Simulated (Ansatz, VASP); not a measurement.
## MoSe: VASP beside Ansatz

```
Mo Se
1.0
     0.00000    2.50427    2.50427
     5.00854    2.50427    2.50427
     5.00854    5.00854    0.00000
Mo Se
2 2
Direct
  0.00000 0.00000 0.00000
  0.00000 0.00000 0.50000
  0.50000 0.50000 0.00000
  0.50000 0.50000 0.50000
```

Alike in both runs: task single point; functional PBEsol; k mesh 14 × 14 × 7; occupations gaussian, width 0.1 eV; collinear spin.

|  | VASP | Ansatz |
| --- | --- | --- |
| version | VASP 6.6.1 | Ansatz 0.2.0 |
| potentials or method | VASP PAW PBE potentials, release 64 (Mo_sv, Se), cutoff 520 eV | scalar-relativistic, plane waves, PAW |
| valence electrons in the cell | 40 | 60 |

Ansatz gave:

| Quantity | Value |
| --- | --- |
| gap on the k mesh at the Fermi level (eV) | none |
| pressure (GPa) | 16.1 |
| net moment per atom (μB) | 0.00 |

**Question.** What did VASP give for the same quantities?

**Answer.** gap on the k mesh at the Fermi level (eV): none; pressure (GPa): 16.6; net moment per atom (μB): 0.00.

VASP's potentials were made for PBE, not for PBEsol. A gap of «none» marks a metal or a gap that the smearing closes. VASP's potentials hold 40 valence electrons a cell and Ansatz's 60, so a difference there can come from the potentials and not from the codes. Ansatz's warnings: seeded moment not kept.
